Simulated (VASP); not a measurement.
# As (Im-3m) in VASP: a series of runs

Runs on As. Level: r2SCAN. Tasks: relaxation of cell and atoms.

All numbers are computed with VASP 6.6.1; they aren't measurements. Logs are shortened: lines on timing, memory, paths and dates and some standing lists are left out, and cuts for length are marked.

**1. The cell of the first run**

Symmetry: Im-3m, No. 229, cubic system. Conventional cell: a = 3.517 Å, b = 3.517 Å, c = 3.517 Å, α = 90.00°, β = 90.00°, γ = 90.00°. As (site symmetry m-3m) has 14 As at 3.05 to 3.52 Å within 4.0 Å.

This isn't the form of As at room conditions, which is rhombohedral.

**2. Relaxation of cell and atoms, r2SCAN**

POSCAR reads:

```
As
1.0
   -1.7582508014      1.7582508014      1.7582508014
    1.7582508014     -1.7582508014      1.7582508014
    1.7582508014      1.7582508014     -1.7582508014
As
1
Direct
    0.0000000000      0.0000000000      0.0000000000
```

INCAR.step1 reads:

```
SYSTEM = As
PREC = Accurate
ENCUT = 600
ISMEAR = 0
SIGMA = 0.1
LREAL = .FALSE.
LASPH = .TRUE.
NELM = 100
GGA = PE
ALGO = Normal
EDIFF = 1E-4
LWAVE = .TRUE.
LCHARG = .FALSE.
```

INCAR.step2 reads:

```
SYSTEM = As
PREC = Accurate
ENCUT = 600
EDIFF = 1E-6
ISMEAR = 0
SIGMA = 0.1
LREAL = .FALSE.
LASPH = .TRUE.
NELM = 100
ALGO = Normal
ISIF = 3
LWAVE = .FALSE.
LCHARG = .FALSE.
METAGGA = R2SCAN
LMIXTAU = .TRUE.
IBRION = 2
NSW = 90
EDIFFG = -0.04
ISTART = 1
```

KPOINTS reads:

```
Automatic mesh
0
G
  8 8 8
  0 0 0
```

Potentials or basis: VASP PAW PBE potentials, release 64 (As).

The run is started by

```console
cat potpaw_PBE.64/As/POTCAR > POTCAR
cp INCAR.step1 INCAR
mpirun -np 1 vasp_std > vasp.out
cp INCAR.step2 INCAR
mpirun -np 1 vasp_std > vasp.out
```

OUTCAR:

```text
SYSTEM = As
   PREC = Accurate
   ENCUT = 600
   EDIFF = 1E-6
   ISMEAR = 0
   LREAL = .FALSE.
   LASPH = .TRUE.
   NELM = 100
   ISIF = 3
   METAGGA = R2SCAN
   IBRION = 2
   NSW = 90
   EDIFFG = -0.04
   ISTART = 1

 ion  position               nearest neighbor table
   1  0.000  0.000  0.000-

  LATTYP: Found a body centered cubic cell.
 ALAT       =     3.5165016028

  Lattice vectors:

 A1 = (  -1.7582508014,   1.7582508014,   1.7582508014)
 A2 = (   1.7582508014,  -1.7582508014,   1.7582508014)
 A3 = (   1.7582508014,   1.7582508014,  -1.7582508014)

Analysis of symmetry for initial positions (statically):
=====================================================================
 Subroutine PRICEL returns:
 Original cell was already a primitive cell.

 Routine SETGRP: Setting up the symmetry group for a
 body centered cubic supercell.

 Subroutine GETGRP returns: Found 48 space group operations
 (whereof 48 operations were pure point group operations)
 out of a pool of 48 trial point group operations.

The static configuration has the point symmetry O_h .

Analysis of symmetry for dynamics (positions and initial velocities):
=====================================================================
 Subroutine PRICEL returns:
 Original cell was already a primitive cell.

 Routine SETGRP: Setting up the symmetry group for a
 body centered cubic supercell.

 Subroutine GETGRP returns: Found 48 space group operations
 (whereof 48 operations were pure point group operations)
 out of a pool of 48 trial point group operations.

The dynamic configuration has the point symmetry O_h .

 Subroutine INISYM returns: Found 48 space group operations
 (whereof 48 operations are pure point group operations),
 and found     1 'primitive' translations

----------------------------------------------------------------------------------------

                                     Primitive cell

  volume of cell :      21.7421

  direct lattice vectors                    reciprocal lattice vectors
    -1.758250801  1.758250801  1.758250801     0.000000000  0.284373537  0.284373537
     1.758250801 -1.758250801  1.758250801     0.284373537  0.000000000  0.284373537
     1.758250801  1.758250801 -1.758250801     0.284373537  0.284373537  0.000000000

  length of vectors
     3.045379720  3.045379720  3.045379720     0.402164913  0.402164913  0.402164913

  position of ions in fractional coordinates (direct lattice)
     0.000000000  0.000000000  0.000000000

  ion indices of the primitive-cell ions
   primitive index   ion index
                 1           1

----------------------------------------------------------------------------------------

 KPOINTS: Automatic mesh

Automatic generation of k-mesh.
 Grid dimensions read from file:
 generate k-points for:    8    8    8

 Generating k-lattice:

  Cartesian coordinates                     Fractional coordinates (reciprocal lattice)
     0.000000000  0.035546692  0.035546692     0.125000000  0.000000000  0.000000000
     0.035546692  0.000000000  0.035546692     0.000000000  0.125000000  0.000000000
     0.035546692  0.035546692  0.000000000     0.000000000  0.000000000  0.125000000

  Length of vectors
     0.050270614  0.050270614  0.050270614

  Shift w.r.t. Gamma in fractional coordinates (k-lattice)
     0.000000000  0.000000000  0.000000000

 Subroutine IBZKPT returns following result:
 ===========================================

 Found     29 irreducible k-points:

 Following reciprocal coordinates:
            Coordinates               Weight
  0.000000  0.000000  0.000000      1.000000
  0.125000  0.000000  0.000000     12.000000
  0.250000  0.000000  0.000000     12.000000
  0.375000  0.000000  0.000000     12.000000
  0.500000  0.000000  0.000000      6.000000
  0.125000  0.125000  0.000000     24.000000
[... 16 lines left out ...]
 -0.250000  0.250000  0.250000      6.000000
 -0.375000  0.375000  0.250000     24.000000
 [... further k-points ...]
   k-points           NKPTS =     29   k-points in BZ     NKDIM =     29   number of bands    NBANDS=      6
   number of dos      NEDOS =    301   number of ions     NIONS =      1
   total plane-waves  NPLWV =  13824
   dimension x,y,z NGX =    24 NGY =   24 NGZ =   24
   dimension x,y,z NGXF=    48 NGYF=   48 NGZF=   48
   ions per type =               1
   NGX,Y,Z   is equivalent  to a cutoff of  13.10, 13.10, 13.10 a.u.
   NGXF,Y,Z  is equivalent  to a cutoff of  26.20, 26.20, 26.20 a.u.
 SYSTEM =  As
   PREC   = accura    normal or accurate (medium, high low for compatibility)
   ISTART =      1    job   : 0-new  1-cont  2-samecut
   ICHARG =      0    charge: 1-file 2-atom 10-const
   ISPIN  =      1    spin polarized calculation?
   LNONCOLLINEAR =      F non collinear calculations
   LSORBIT =      F    spin-orbit coupling
   LASPH  =      T    aspherical Exc in radial PAW
   ENCUT  =  600.0 eV  44.10 Ry    6.64 a.u.   6.08  6.08  6.08*2*pi/ulx,y,z
   NELM   =    100;   NELMIN=  2; NELMDL=  0     # of ELM steps
   EDIFF  = 0.1E-05   stopping-criterion for ELM
   LREAL  =      F    real-space projection
   EDIFFG = -.4E-01   stopping-criterion for IOM
   NSW    =     90    number of steps for IOM
   IBRION =      2    ionic relax: 0-MD 1-quasi-New 2-CG
   NFREE  =      1    steps in history (QN), initial steepest desc. (CG)
   ISIF   =      3    stress and relaxation
   ISYM   =      2    0-nonsym 1-usesym 2-fastsym
   POTIM  = 0.5000    time-step for ionic-motion
   TEBEG  =    0.0;   TEEND  =   0.0 temperature during run
   PSTRESS=    0.0 pullay stress
   NELECT =       5.0000    total number of electrons
   NUPDOWN=      -1.0000    fix difference up-down
   EMIN   =  10.00;   EMAX   =-10.00  energy-range for DOS
   EFERMI =   0.00;   METHOD = LEGACY
   ISMEAR =     0;   SIGMA  =   0.10  broadening in eV -4-tet -1-fermi 0-gaus
   EFERMI_NEDOS =   21; number of points for ismear=-14 and -15
   IALGO  =     38    algorithm
   IMIX   =      4    mixing-type and parameters
     AMIX     =   0.40;   BMIX     =  1.00
     AMIX_MAG =   1.60;   BMIX_MAG =  1.00
  volume/ion in A,a.u.               =      21.74       146.72
  Fermi-wavevector in a.u.,A,eV,Ry     =   1.002992  1.895380 13.687357  1.005992
  Thomas-Fermi vector in A             =   2.135515
   LORBIT       =      0    0 simple, 1 ext, 2 COOP (PROOUT), +10 PAW based schemes
   METAGGA = R2SCAN    functional components
   LHFCALC =     F    Hartree Fock is set to
   AEXX    =    0.0000 exact exchange contribution
   IVDW    =     0    specifies the selected vdW correction
   LEPSILON=     F    determine dielectric tensor
   LRPA    =     F    only Hartree local field effects (RPA)
 conjugate gradient relaxation of ions
 non-spin polarized calculation
 Gauss-broadening in eV      SIGMA  =   0.10
  energy-cutoff  :      600.00
  volume of cell :       21.74
 maximum number of plane-waves:       736
   NGX = 13   NGY = 13   NGZ = 13

--------------------------------------- Ionic step        1  -------------------------------------------

 number of electron       5.0000000 magnetization

 Free energy of the ion-electron system (eV)
  ---------------------------------------------------
  ext. energy  EPLUGINS =         0.00000000
  ---------------------------------------------------
  free energy    TOTEN  =       -13.97679967 eV

  energy without entropy =      -13.97246685  energy(sigma->0) =      -13.97463326

------------------------ aborting loop because EDIFF is reached ----------------------------------------

  FORCE on cell =-STRESS in cart. coord.  units (eV):
  Direction    XX          YY          ZZ          XY          YZ          ZX
  --------------------------------------------------------------------------------------
  -------------------------------------------------------------------------------------
  Total       -1.2353077     -1.2353077     -1.2353077      0.0000000      0.0000000     -0.0000000
  in kB      -91.0297361    -91.0297361    -91.0297361      0.0000000      0.0000000     -0.0000000
  external PRESSURE =     -91.0297361 kB  Pullay stress =       0.0000000 kB
[... 55 lines left out ...]
  energy  without entropy=      -14.0657577196  energy(sigma->0) =      -14.06708260

--------------------------------------- Ionic step        3  -------------------------------------------

 number of electron       5.0000000 magnetization

 Free energy of the ion-electron system (eV)
  ---------------------------------------------------
  ext. energy  EPLUGINS =         0.00000000
  ---------------------------------------------------
  free energy    TOTEN  =       -14.07272149 eV

  energy without entropy =      -14.06904628  energy(sigma->0) =      -14.07088389

 E-fermi :   6.3569     XC(G=0): -11.3987

 val. band max:        6.3121682174   @ k =  -0.2500   0.2500   0.1250
 cond. band min:       6.5544125459   @ k =  -0.2500   0.2500   0.2500
 fundamental gap:      0.2422443284
 Fermi energy:         6.3568895795

 k-point     1 :       0.0000    0.0000    0.0000
  band No.  band energies     occupation
      1      -9.4105      2.00000
      2      12.8592      0.00000
      3      12.8592      0.00000
      4      12.8592      0.00000
      5      20.1796      0.00000
      6      20.1796      0.00000

 k-point     2 :       0.1250    0.0000    0.0000
  band No.  band energies     occupation
      1      -8.9951      2.00000
      2      10.4309      0.00000
      3      11.8083      0.00000
      4      12.6256      0.00000
      5      18.7985      0.00000
      6      18.9928      0.00000
[... 190 lines left out ...]
 k-point    24 :      -0.3750    0.3750    0.2500
  band No.  band energies     occupation
      1      -4.2938      2.00000
      2       3.3051      2.00000
      3       6.0882      1.99986
      4       7.3364      0.00000
      5      13.6042      0.00000
      6      19.0863      0.00000

 [... further k-points ...]
[... 5 lines left out ...]
  --------------------------------------------------------------------------------------
  -------------------------------------------------------------------------------------
  Total       -0.0295868     -0.0295868     -0.0295868      0.0000000     -0.0000000     -0.0000000
  in kB       -2.5369620     -2.5369620     -2.5369620      0.0000000     -0.0000000     -0.0000000
  external PRESSURE =      -2.5369620 kB  Pullay stress =       0.0000000 kB
[... 16 lines left out ...]
  FREE ENERGIE OF THE ION-ELECTRON SYSTEM (eV)
  ---------------------------------------------------
  free  energy   TOTEN  =       -14.0727214896 eV

  energy  without entropy=      -14.0690462825  energy(sigma->0) =      -14.07088389

 reached required accuracy - stopping structural energy minimisation
```

It took 20 s on 1 thread of Intel Xeon 6975P-C (Granite Rapids), shared host; peak memory 0.15 GiB.

Results:

```
Free energy                           : -14.0727 eV
Relaxed volume                        : 18.69 Å³/atom
Relaxed cell                          : a = 2.895 Å, b = 2.895 Å, c = 2.895 Å, α = 109.47°, β = 109.47°, γ = 109.47°
Space group after relaxing (to 0.1 Å) : Im-3m (No. 229)
Energy gained by relaxing             : 95.9 meV/atom
Ionic steps                           : 3
Pressure after relaxing               : -0.3 GPa
Band gap on the k mesh                : zero (an odd number of electrons rules out a gap without spin polarisation)
```

Step by step:
```
step  energy change (eV)  largest force (eV/Å)  pressure (GPa)  volume (Å³)
   1              0.0000                0.0000           -9.10        21.74
   2             -0.0916                0.0000            2.77        18.08
   3             -0.0959                0.0000           -0.25        18.69
```

Final structure:
```
As
1.0
    -1.67165    1.67165    1.67165
     1.67165   -1.67165    1.67165
     1.67165    1.67165   -1.67165
As
1
Direct
  0.00000 0.00000 0.00000
```

Caveat: the PAW data sets were made with another functional, which shifts forces and pressure a little; an odd number of electrons without spin polarisation forces a metal; a magnetic or distorted state may lie lower.

**3. Relaxation of cell and atoms, r2SCAN**

This run uses another cell than the first one, of 18.71 Å³/atom.

POSCAR reads:

```
As
1.0
   -1.6725360748      1.6725360748      1.6725360748
    1.6725360748     -1.6725360748      1.6725360748
    1.6725360748      1.6725360748     -1.6725360748
As
1
Direct
    0.0000000000      0.0000000000      0.0000000000
```

INCAR.step1 reads:

```
ALGO = Normal
EDIFF = 1E-4
ENCUT = 600
GGA = PE
ISMEAR = 0
LASPH = True
LCHARG = False
LREAL = False
LWAVE = True
NELM = 100
PREC = Accurate
SIGMA = 0.1
```

INCAR.step2 reads:

```
ALGO = Normal
EDIFF = 1E-6
EDIFFG = -0.01
ENCUT = 600
IBRION = 2
ISIF = 3
ISMEAR = 0
ISTART = 1
LASPH = True
LCHARG = False
LMIXTAU = True
LREAL = False
LWAVE = False
METAGGA = R2SCAN
NELM = 100
NSW = 100
PREC = Accurate
SIGMA = 0.1
```

KPOINTS reads:

```
k-points
0
Gamma
  18 18 18
```

Potentials or basis: VASP PAW PBE potentials, release 64 (As).

The run is started by

```console
cat potpaw_PBE.64/As/POTCAR > POTCAR
cp INCAR.step1 INCAR
mpirun -np 1 vasp_std > vasp.out
cp INCAR.step2 INCAR
mpirun -np 1 vasp_std > vasp.out
```

OUTCAR:

```text
EDIFF = 1E-6
   EDIFFG = -0.01
   ENCUT = 600
   IBRION = 2
   ISIF = 3
   ISMEAR = 0
   ISTART = 1
   LASPH = True
   LREAL = False
   METAGGA = R2SCAN
   NELM = 100
   NSW = 100
   PREC = Accurate

 ion  position               nearest neighbor table
   1  0.000  0.000  0.000-

  LATTYP: Found a body centered cubic cell.
 ALAT       =     3.3450721496

  Lattice vectors:

 A1 = (  -1.6725360748,   1.6725360748,   1.6725360748)
 A2 = (   1.6725360748,  -1.6725360748,   1.6725360748)
 A3 = (   1.6725360748,   1.6725360748,  -1.6725360748)

Analysis of symmetry for initial positions (statically):
=====================================================================
 Subroutine PRICEL returns:
 Original cell was already a primitive cell.

 Routine SETGRP: Setting up the symmetry group for a
 body centered cubic supercell.

 Subroutine GETGRP returns: Found 48 space group operations
 (whereof 48 operations were pure point group operations)
 out of a pool of 48 trial point group operations.

The static configuration has the point symmetry O_h .

Analysis of symmetry for dynamics (positions and initial velocities):
=====================================================================
 Subroutine PRICEL returns:
 Original cell was already a primitive cell.

 Routine SETGRP: Setting up the symmetry group for a
 body centered cubic supercell.

 Subroutine GETGRP returns: Found 48 space group operations
 (whereof 48 operations were pure point group operations)
 out of a pool of 48 trial point group operations.

The dynamic configuration has the point symmetry O_h .

 Subroutine INISYM returns: Found 48 space group operations
 (whereof 48 operations are pure point group operations),
 and found     1 'primitive' translations

[... 121 lines left out ...]
   LEPSILON=     F    determine dielectric tensor
   LRPA    =     F    only Hartree local field effects (RPA)
 conjugate gradient relaxation of ions
 non-spin polarized calculation
 Gauss-broadening in eV      SIGMA  =   0.10
  energy-cutoff  :      600.00
  volume of cell :       18.71
 maximum number of plane-waves:       642
   NGX = 11   NGY = 11   NGZ = 11

--------------------------------------- Ionic step        1  -------------------------------------------

 number of electron       5.0000000 magnetization

 Free energy of the ion-electron system (eV)
  ---------------------------------------------------
  ext. energy  EPLUGINS =         0.00000000
  ---------------------------------------------------
  free energy    TOTEN  =       -14.09924548 eV

  energy without entropy =      -14.09745217  energy(sigma->0) =      -14.09834882

------------------------ aborting loop because EDIFF is reached ----------------------------------------

  FORCE on cell =-STRESS in cart. coord.  units (eV):
  Direction    XX          YY          ZZ          XY          YZ          ZX
  --------------------------------------------------------------------------------------
  -------------------------------------------------------------------------------------
  Total        0.0239463      0.0239463      0.0239463      0.0000000     -0.0000000      0.0000000
  in kB        2.0500375      2.0500375      2.0500375      0.0000000     -0.0000000      0.0000000
  external PRESSURE =       2.0500375 kB  Pullay stress =       0.0000000 kB
[... 57 lines left out ...]
--------------------------------------- Ionic step        3  -------------------------------------------

 number of electron       5.0000000 magnetization

 Free energy of the ion-electron system (eV)
  ---------------------------------------------------
  ext. energy  EPLUGINS =         0.00000000
  ---------------------------------------------------
  free energy    TOTEN  =       -14.09926786 eV

  energy without entropy =      -14.09744957  energy(sigma->0) =      -14.09835872

 E-fermi :   6.4769     XC(G=0): -11.3822

 val. band max:        6.4425873016   @ k =   0.2778   0.2778   0.1111
 cond. band min:       6.5138180472   @ k =   0.3889   0.1111   0.0556
 fundamental gap:      0.0712307456
 Fermi energy:         6.4768726559

 k-point     1 :       0.0000    0.0000    0.0000
  band No.  band energies     occupation
      1      -9.4168      2.00000
      2      12.7903      0.00000
      3      12.7903      0.00000
      4      12.7903      0.00000
      5      20.1272      0.00000
      6      20.1272      0.00000
[... 199 lines left out ...]
 k-point    24 :       0.3889    0.1111    0.0000
  band No.  band energies     occupation
      1      -4.5377      2.00000
      2       0.4180      2.00000
      3       7.1434      0.00000
      4      10.2671      0.00000
      5      15.8021      0.00000
      6      17.7736      0.00000

 [... further k-points ...]

------------------------ aborting loop because EDIFF is reached ----------------------------------------

  FORCE on cell =-STRESS in cart. coord.  units (eV):
  Direction    XX          YY          ZZ          XY          YZ          ZX
  --------------------------------------------------------------------------------------
  -------------------------------------------------------------------------------------
  Total        0.0029768      0.0029768      0.0029768     -0.0000000     -0.0000000     -0.0000000
  in kB        0.2543476      0.2543476      0.2543476     -0.0000000     -0.0000000     -0.0000000
  external PRESSURE =       0.2543476 kB  Pullay stress =       0.0000000 kB
[... 16 lines left out ...]
  FREE ENERGIE OF THE ION-ELECTRON SYSTEM (eV)
  ---------------------------------------------------
  free  energy   TOTEN  =       -14.0992678613 eV

  energy  without entropy=      -14.0974495743  energy(sigma->0) =      -14.09835872

 reached required accuracy - stopping structural energy minimisation
```

Run time: 52 s. Hardware: 1 thread of Intel Xeon 6975P-C (Granite Rapids), shared host; peak memory 0.17 GiB.

What came out:

```
Free energy                           : -14.0993 eV
Relaxed volume                        : 18.75 Å³/atom
Relaxed cell                          : a = 2.899 Å, b = 2.899 Å, c = 2.899 Å, α = 109.47°, β = 109.47°, γ = 109.47°
Space group after relaxing (to 0.1 Å) : Im-3m (No. 229)
Energy gained by relaxing             : 0.0 meV/atom
Ionic steps                           : 3
Pressure after relaxing               : 0.0 GPa
Band gap on the k mesh                : zero (an odd number of electrons rules out a gap without spin polarisation)
```

Final structure:
```
As
1.0
    -1.67362    1.67362    1.67362
     1.67362   -1.67362    1.67362
     1.67362    1.67362   -1.67362
As
1
Direct
  0.00000 0.00000 0.00000
```

Caveat: the PAW data sets were made with another functional, which shifts forces and pressure a little; an odd number of electrons without spin polarisation forces a metal; a magnetic or distorted state may lie lower.

The gap in the log of VASP goes by the Fermi energy; the results here count the filled bands.